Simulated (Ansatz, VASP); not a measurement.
# SiNi: VASP beside Ansatz

```xyz
8
Lattice="4.4309 0.0000 0.0000 0.0000 4.4309 0.0000 0.0000 0.0000 4.4309" Properties=species:S:1:pos:R:3 pbc="T T T"
Si    3.7501    3.7501    3.7501
Si    2.8963    0.6809    1.5346
Si    1.5346    2.8963    0.6809
Si    0.6809    1.5346    2.8963
Ni    0.6608    0.6608    0.6608
Ni    1.5547    3.7701    2.8763
Ni    2.8763    1.5547    3.7701
Ni    3.7701    2.8763    1.5547
```

Alike in both runs: functional LDA; k mesh 7 × 7 × 7; collinear spin.

Ansatz relaxed the structure, and its values are those at the end. VASP's run is a single point on that final structure, the one shown.

|  | VASP | Ansatz |
| --- | --- | --- |
| version | VASP 6.6.1 | Ansatz 0.2.0 |
| potentials or method | VASP PAW LDA potentials, release 64 (Si, Ni), cutoff 520 eV | plane waves, PAW |
| occupations | fermi-dirac, width 0.1 eV | fermi-dirac |
| valence electrons in the cell | 56 | 88 |

Ansatz gave:

| Quantity | Value |
| --- | --- |
| pressure (GPa) | 0.0 |
| net moment per atom (μB) | 0.00 |

Task: What did VASP give for the same quantities?

Result: Pressure (GPa): 0.4; net moment per atom (μB): 0.00.

LDA's correlation is that of Perdew and Zunger in VASP and of Perdew and Wang (1992) in Ansatz. VASP's potentials hold 56 valence electrons a cell and Ansatz's 88, so a difference there can come from the potentials and not from the codes. Ansatz's warnings: seeded moment not kept.
